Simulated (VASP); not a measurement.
# PbO2 in VASP: a series of runs

The runs below take PbO2 through single point, with PBEsol, PBE.

All numbers are computed with VASP 6.6.1; they aren't measurements. Logs are shortened: lines on timing, memory, paths and dates and some standing lists are left out, and cuts for length are marked.

### Step 1. The cell of the first run

It takes space group Fm-3m (No. 225, cubic). Conventional cell: a = 5.440 Å, b = 5.440 Å, c = 5.440 Å, α = 90.00°, β = 90.00°, γ = 90.00°. Within 3.1 Å of Pb (site symmetry m-3m) lie 8 O at 2.36 Å. O (site symmetry -43m) has 4 Pb at 2.36 Å and 6 O at 2.72 Å within 3.1 Å.

### Step 2. Single point, PBEsol (volume scaled by 1.02)

File INCAR:

```
SYSTEM = PbO2
PREC = Accurate ; ENCUT = 520
EDIFF = 1E-6 ; ISMEAR = -1
SIGMA = 0.05 ; LREAL = .FALSE.
LASPH = .TRUE. ; NELM = 60
ALGO = Normal ; ISIF = 2
LWAVE = .FALSE. ; LCHARG = .FALSE.
GGA = PS ; NBANDS = 20
```

File KPOINTS:

```
regular mesh
0
G
  9 9 9
  0 0 0
```

File POSCAR:

```
PbO2
1.0
    0.0000000000      2.7198865082      2.7198865082
    2.7198865082      0.0000000000      2.7198865082
    2.7198865082      2.7198865082      0.0000000000
Pb O
1 2
Direct
    0.0000000000      0.0000000000      0.0000000000
    0.7500000000      0.7500000000      0.7500000000
    0.2500000000      0.2500000000      0.2500000000
```

Potentials or basis: VASP PAW PBE potentials, release 64 (Pb_d, O).

On the command line:

```console
$ cat potpaw_PBE.64/Pb_d/POTCAR potpaw_PBE.64/O/POTCAR > POTCAR
$ mpirun -np 1 vasp_std > vasp.out
```

OUTCAR:

```text
SYSTEM = PbO2
   PREC = Accurate
   ENCUT = 520
   EDIFF = 1E-6
   ISMEAR = -1
   LREAL = .FALSE.
   LASPH = .TRUE.
   NELM = 60
   ISIF = 2
   GGA = PS

 ion  position               nearest neighbor table
   1  0.000  0.000  0.000-   2 2.36   2 2.36   2 2.36   2 2.36   3 2.36   3 2.36   3 2.36   3 2.36

   2  0.750  0.750  0.750-   1 2.36   1 2.36   1 2.36   1 2.36
   3  0.250  0.250  0.250-   1 2.36   1 2.36   1 2.36   1 2.36

  LATTYP: Found a face centered cubic cell.
 ALAT       =     5.4397730164

  Lattice vectors:

 A1 = (   0.0000000000,   2.7198865082,   2.7198865082)
 A2 = (   2.7198865082,   0.0000000000,   2.7198865082)
 A3 = (   2.7198865082,   2.7198865082,   0.0000000000)

Analysis of symmetry for initial positions (statically):
=====================================================================
 Subroutine PRICEL returns:
 Original cell was already a primitive cell.

 Routine SETGRP: Setting up the symmetry group for a
 face centered cubic supercell.

 Subroutine GETGRP returns: Found 48 space group operations
 (whereof 48 operations were pure point group operations)
 out of a pool of 48 trial point group operations.

The static configuration has the point symmetry O_h .

Analysis of symmetry for dynamics (positions and initial velocities):
=====================================================================
 Subroutine PRICEL returns:
 Original cell was already a primitive cell.

 Routine SETGRP: Setting up the symmetry group for a
 face centered cubic supercell.

 Subroutine GETGRP returns: Found 48 space group operations
 (whereof 48 operations were pure point group operations)
 out of a pool of 48 trial point group operations.

The dynamic configuration has the point symmetry O_h .

 Subroutine INISYM returns: Found 48 space group operations
 (whereof 48 operations are pure point group operations),
 and found     1 'primitive' translations

----------------------------------------------------------------------------------------

                                     Primitive cell

  volume of cell :      40.2423

  direct lattice vectors                    reciprocal lattice vectors
     0.000000000  2.719886508  2.719886508    -0.183831200  0.183831200  0.183831200
     2.719886508  0.000000000  2.719886508     0.183831200 -0.183831200  0.183831200
     2.719886508  2.719886508  0.000000000     0.183831200  0.183831200 -0.183831200

  length of vectors
     3.846500388  3.846500388  3.846500388     0.318404978  0.318404978  0.318404978

  position of ions in fractional coordinates (direct lattice)
     0.000000000  0.000000000  0.000000000
     0.750000000  0.750000000  0.750000000
     0.250000000  0.250000000  0.250000000

  ion indices of the primitive-cell ions
   primitive index   ion index
                 1           1
                 2           2
                 3           3

----------------------------------------------------------------------------------------

 KPOINTS: regular mesh

Automatic generation of k-mesh.
 Grid dimensions read from file:
 generate k-points for:    9    9    9

 Generating k-lattice:

  Cartesian coordinates                     Fractional coordinates (reciprocal lattice)
    -0.020425689  0.020425689  0.020425689     0.111111111  0.000000000  0.000000000
     0.020425689 -0.020425689  0.020425689     0.000000000  0.111111111  0.000000000
     0.020425689  0.020425689 -0.020425689     0.000000000  0.000000000  0.111111111

  Length of vectors
     0.035378331  0.035378331  0.035378331

  Shift w.r.t. Gamma in fractional coordinates (k-lattice)
     0.000000000  0.000000000  0.000000000

 Subroutine IBZKPT returns following result:
 ===========================================

 Found     35 irreducible k-points:

 Following reciprocal coordinates:
            Coordinates               Weight
  0.000000  0.000000  0.000000      1.000000
  0.111111  0.000000  0.000000      8.000000
  0.222222  0.000000  0.000000      8.000000
  0.333333  0.000000  0.000000      8.000000
  0.444444  0.000000  0.000000      8.000000
  0.111111  0.111111  0.000000      6.000000
[... 16 lines left out ...]
 -0.333333  0.333333  0.000000     12.000000
  0.444444  0.444444  0.000000      6.000000
 [... further k-points ...]
   k-points           NKPTS =     35   k-points in BZ     NKDIM =     35   number of bands    NBANDS=     20
   number of dos      NEDOS =    301   number of ions     NIONS =      3
   total plane-waves  NPLWV =  27000
   dimension x,y,z NGX =    30 NGY =   30 NGZ =   30
   dimension x,y,z NGXF=    60 NGYF=   60 NGZF=   60
   ions per type =               1   2
   NGX,Y,Z   is equivalent  to a cutoff of  12.97, 12.97, 12.97 a.u.
   NGXF,Y,Z  is equivalent  to a cutoff of  25.93, 25.93, 25.93 a.u.
 SYSTEM =  PbO2
   PREC   = accura    normal or accurate (medium, high low for compatibility)
   ISTART =      0    job   : 0-new  1-cont  2-samecut
   ICHARG =      2    charge: 1-file 2-atom 10-const
   ISPIN  =      1    spin polarized calculation?
   LNONCOLLINEAR =      F non collinear calculations
   LSORBIT =      F    spin-orbit coupling
   LASPH  =      T    aspherical Exc in radial PAW
   ENCUT  =  520.0 eV  38.22 Ry    6.18 a.u.   7.15  7.15  7.15*2*pi/ulx,y,z
   NELM   =     60;   NELMIN=  2; NELMDL= -5     # of ELM steps
   EDIFF  = 0.1E-05   stopping-criterion for ELM
   LREAL  =      F    real-space projection
   EDIFFG = 0.1E-04   stopping-criterion for IOM
   NSW    =      0    number of steps for IOM
   IBRION =     -1    ionic relax: 0-MD 1-quasi-New 2-CG
   NFREE  =      0    steps in history (QN), initial steepest desc. (CG)
   ISIF   =      2    stress and relaxation
   ISYM   =      2    0-nonsym 1-usesym 2-fastsym
   POTIM  = 0.5000    time-step for ionic-motion
   TEBEG  =    0.0;   TEEND  =   0.0 temperature during run
   PSTRESS=    0.0 pullay stress
   NELECT =      26.0000    total number of electrons
   NUPDOWN=      -1.0000    fix difference up-down
   EMIN   =  10.00;   EMAX   =-10.00  energy-range for DOS
   EFERMI =   0.00;   METHOD = LEGACY
   ISMEAR =    -1;   SIGMA  =   0.05  broadening in eV -4-tet -1-fermi 0-gaus
   EFERMI_NEDOS =   21; number of points for ismear=-14 and -15
   IALGO  =     38    algorithm
   IMIX   =      4    mixing-type and parameters
     AMIX     =   0.40;   BMIX     =  1.00
     AMIX_MAG =   1.60;   BMIX_MAG =  1.00
  volume/ion in A,a.u.               =      13.41        90.52
  Fermi-wavevector in a.u.,A,eV,Ry     =   1.415267  2.674468 27.252222  2.002982
  Thomas-Fermi vector in A             =   2.536724
   LORBIT       =      0    0 simple, 1 ext, 2 COOP (PROOUT), +10 PAW based schemes
   GGA     = PS    functional components
   LHFCALC =     F    Hartree Fock is set to
   AEXX    =    0.0000 exact exchange contribution
   IVDW    =     0    specifies the selected vdW correction
   LEPSILON=     F    determine dielectric tensor
   LRPA    =     F    only Hartree local field effects (RPA)
 non-spin polarized calculation
  energy-cutoff  :      520.00
  volume of cell :       40.24
 maximum number of plane-waves:      1094
 NGX is ok and might be reduce to    30
   NGX = 15   NGY = 15   NGZ = 15

 number of electron      25.9999994 magnetization

 Free energy of the ion-electron system (eV)
  ---------------------------------------------------
  ext. energy  EPLUGINS =         0.00000000
  ---------------------------------------------------
  free energy    TOTEN  =       -16.74005117 eV

  energy without entropy =      -16.73411692  energy(sigma->0) =      -16.73708405

 E-fermi :   5.2333     XC(G=0): -11.3124

 val. band max:        5.1835806573   @ k =  -0.3333   0.4444   0.2222
 cond. band min:       5.6643807414   @ k =  -0.1111   0.1111   0.0000
 fundamental gap:      0.4808000841
 Fermi energy:         5.2332997598

 k-point     1 :       0.0000    0.0000    0.0000
  band No.  band energies     occupation
      1     -13.0759      2.00000
      2     -10.3579      2.00000
      3     -10.3579      2.00000
      4     -10.3579      2.00000
      5     -10.3161      2.00000
      6     -10.1339      2.00000
[... 12 lines left out ...]
     19      20.5255      0.00000
     20      20.5255      0.00000

 k-point     2 :       0.1111    0.0000    0.0000
  band No.  band energies     occupation
      1     -12.9791      2.00000
      2     -10.9176      2.00000
      3     -10.3440      2.00000
      4     -10.3440      2.00000
      5     -10.1348      2.00000
      6     -10.1348      2.00000
[... 12 lines left out ...]
     19      20.4158      0.00000
     20      20.4158      0.00000

 k-point     3 :       0.2222    0.0000    0.0000
  band No.  band energies     occupation
      1     -12.7339      2.00000
      2     -11.3690      2.00000
      3     -10.3144      2.00000
      4     -10.3144      2.00000
      5     -10.1306      2.00000
      6     -10.1306      2.00000
[... 12 lines left out ...]
     19      20.2194      0.00000
     20      20.2194      0.00000

 k-point     4 :       0.3333    0.0000    0.0000
  band No.  band energies     occupation
      1     -12.5129      2.00000
      2     -11.5497      2.00000
      3     -10.2944      2.00000
      4     -10.2944      2.00000
      5     -10.1110      2.00000
      6     -10.1110      2.00000
[... 12 lines left out ...]
     19      20.0811      0.00000
     20      20.0811      0.00000

 k-point     5 :       0.4444    0.0000    0.0000
  band No.  band energies     occupation
      1     -12.4711      2.00000
      2     -11.4598      2.00000
      3     -10.2898      2.00000
      4     -10.2898      2.00000
      5     -10.0892      2.00000
      6     -10.0892      2.00000
[... 12 lines left out ...]
     19      20.0134      0.00000
     20      20.0134      0.00000
[... 353 lines left out ...]
      6     -10.0515      2.00000
[... 12 lines left out ...]
     19      21.1774      0.00000
     20      22.4091      0.00000

 k-point    22 :      -0.4444    0.3333    0.0000
  band No.  band energies     occupation
      1     -12.2207      2.00000
      2     -11.8937      2.00000
      3     -10.2178      2.00000
      4     -10.1561      2.00000
      5     -10.0917      2.00000
      6      -9.7427      2.00000
[... 12 lines left out ...]
     19      21.2907      0.00000
     20      22.0870      0.00000

 k-point    23 :      -0.3333    0.3333    0.0000
  band No.  band energies     occupation
      1     -12.1893      2.00000
      2     -11.9564      2.00000
      3     -10.1936      2.00000
      4     -10.1717      2.00000
      5     -10.1212      2.00000
      6      -9.3787      2.00000
[... 12 lines left out ...]
     19      20.5346      0.00000
     20      22.6259      0.00000

 k-point    24 :       0.4444    0.4444    0.0000
  band No.  band energies     occupation
      1     -12.2773      2.00000
      2     -11.7556      2.00000
      3     -10.2458      2.00000
      4     -10.1255      2.00000
      5     -10.1255      2.00000
      6     -10.0740      2.00000
[... 12 lines left out ...]
     19      21.1937      0.00000
     20      21.8229      0.00000

 [... further k-points ...]

------------------------ aborting loop because EDIFF is reached ----------------------------------------

  FORCE on cell =-STRESS in cart. coord.  units (eV):
  Direction    XX          YY          ZZ          XY          YZ          ZX
  --------------------------------------------------------------------------------------
  -------------------------------------------------------------------------------------
  Total       -1.9850868     -1.9850868     -1.9850868     -0.0000000      0.0000000     -0.0000000
  in kB      -79.0328657    -79.0328657    -79.0328657     -0.0000000      0.0000000     -0.0000000
  external PRESSURE =     -79.0328657 kB  Pullay stress =       0.0000000 kB

 VOLUME and BASIS-vectors are now :
 -----------------------------------------------------------------------------
  energy-cutoff  :      520.00
  volume of cell :       40.24
      direct lattice vectors                 reciprocal lattice vectors
     0.000000000  2.719886508  2.719886508    -0.183831200  0.183831200  0.183831200
     2.719886508  0.000000000  2.719886508     0.183831200 -0.183831200  0.183831200
     2.719886508  2.719886508  0.000000000     0.183831200  0.183831200 -0.183831200

 POSITION                                       TOTAL-FORCE (eV/Angst)
 -----------------------------------------------------------------------------------
      0.00000      0.00000      0.00000        -0.000000     -0.000000     -0.000000
      4.07983      4.07983      4.07983         0.000000      0.000000     -0.000000
      1.35994      1.35994      1.35994        -0.000000     -0.000000      0.000000
 -----------------------------------------------------------------------------------
    total drift:                                0.000000     -0.000000      0.000000

  FREE ENERGIE OF THE ION-ELECTRON SYSTEM (eV)
  ---------------------------------------------------
  free  energy   TOTEN  =       -16.7400511737 eV

  energy  without entropy=      -16.7341169200  energy(sigma->0) =      -16.73708405
```

It took 65 s on 1 thread of AMD EPYC 7R13, shared host; peak memory 0.15 GiB.

What came out:

```
Free energy            : -16.7401 eV
Pressure               : -7.9 GPa
Band gap on the k mesh : zero (band 13 reaches 5.18 eV, above the bottom of band 14 at 4.06 eV)
```

Levels at points of the mesh, in eV from the Fermi level:
```
           k point  band 10  band 11  band 12  band 13  band 14  band 15  band 16  band 17
(0.00, 0.00, 0.00)    -1.95    -1.95    -1.18    -1.18    -1.18     6.79     6.79     6.79
```

Caveat: the PAW data sets were made with another functional, which shifts forces and pressure a little; spin-orbit coupling is left out, which moves the levels of the heavy elements.

### Step 3. Single point, PBEsol (volume scaled by 1.06)

File INCAR:

```
SYSTEM = PbO2
PREC = Accurate
ENCUT = 520
EDIFF = 1E-7
ISMEAR = -1
SIGMA = 0.05
LREAL = .False.
LASPH = .True.
NELM = 80
ALGO = Normal
ISIF = 2
LWAVE = .False.
LCHARG = .False.
GGA = PS
NBANDS = 20
```

File KPOINTS:

```
regular mesh
0
Gamma
  9 9 9
  0 0 0
```

File POSCAR:

```
PbO2
1.0
    0.0000000000      2.7549856893      2.7549856893
    2.7549856893      0.0000000000      2.7549856893
    2.7549856893      2.7549856893      0.0000000000
Pb O
1 2
Direct
    0.0000000000      0.0000000000      0.0000000000
    0.7500000000      0.7500000000      0.7500000000
    0.2500000000      0.2500000000      0.2500000000
```

Potentials or basis: VASP PAW PBE potentials, release 64 (Pb_d, O).

On the command line:

```console
$ cat potpaw_PBE.64/Pb_d/POTCAR potpaw_PBE.64/O/POTCAR > POTCAR
$ mpirun -np 1 vasp_std > vasp.out
```

Run time: 74 s. Hardware: 1 thread of AMD EPYC 7R13, shared host; peak memory 0.15 GiB.

Results (log left out):

* Free energy: -16.6446 eV
* Pressure: -11.8 GPa
* Band gap on the k mesh: zero (band 13 reaches 4.71 eV, above the bottom of band 14 at 3.66 eV)

Levels at points of the mesh, in eV from the Fermi level:
```tsv
k point	band 10	band 11	band 12	band 13	band 14	band 15	band 16	band 17
(0.00, 0.00, 0.00)	-1.89	-1.89	-1.11	-1.11	-1.11	6.67	6.67	6.67
```

Caveat: the PAW data sets were made with another functional, which shifts forces and pressure a little; spin-orbit coupling is left out, which moves the levels of the heavy elements.

[end of part 1 of 2]
